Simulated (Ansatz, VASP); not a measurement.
## TaN in VASP and in Ansatz

```xyz
6
Lattice="5.2032 0.0000 0.0000 -2.6016 4.5061 0.0000 0.0000 0.0000 2.9047" Properties=species:S:1:pos:R:3 pbc="T T T"
Ta    0.0000    3.0040    1.4524
Ta    2.6016    1.5020    1.4524
Ta    0.0000    0.0000    0.0000
N     2.0407    0.0000    0.0000
N     1.5812    2.7388    0.0000
N    -1.0203    1.7673    0.0000
```

Alike in both runs: functional BLYP; dispersion D3(BJ); k mesh 6 × 6 × 9; occupations fermi-dirac, width 0.15 eV; no spin polarisation.

Ansatz relaxed the structure, and its values are those at the end. VASP's run is a single point on that final structure, the one shown.

```csv
,VASP,Ansatz
version,VASP 6.6.1,Ansatz 0.2.0
potentials or method,"VASP PAW PBE potentials, release 64 (Ta_pv, N)","plane waves, PAW"
plane-wave cutoff (eV),520,420
valence electrons in the cell,48,54
```

Ansatz gave:

| Property | Result |
| --- | --- |
| pressure (GPa) | 0.0 |
| rms of the force components (eV/Å) | 0.003 |

Which values does VASP return?

Pressure (GPa): 2.0; rms of the force components (eV/Å): 0.008.

VASP's potentials were made for PBE, not for BLYP. VASP's potentials hold 48 valence electrons a cell and Ansatz's 54, so a difference there can come from the potentials and not from the codes.

Neither program's run includes spin-orbit coupling.
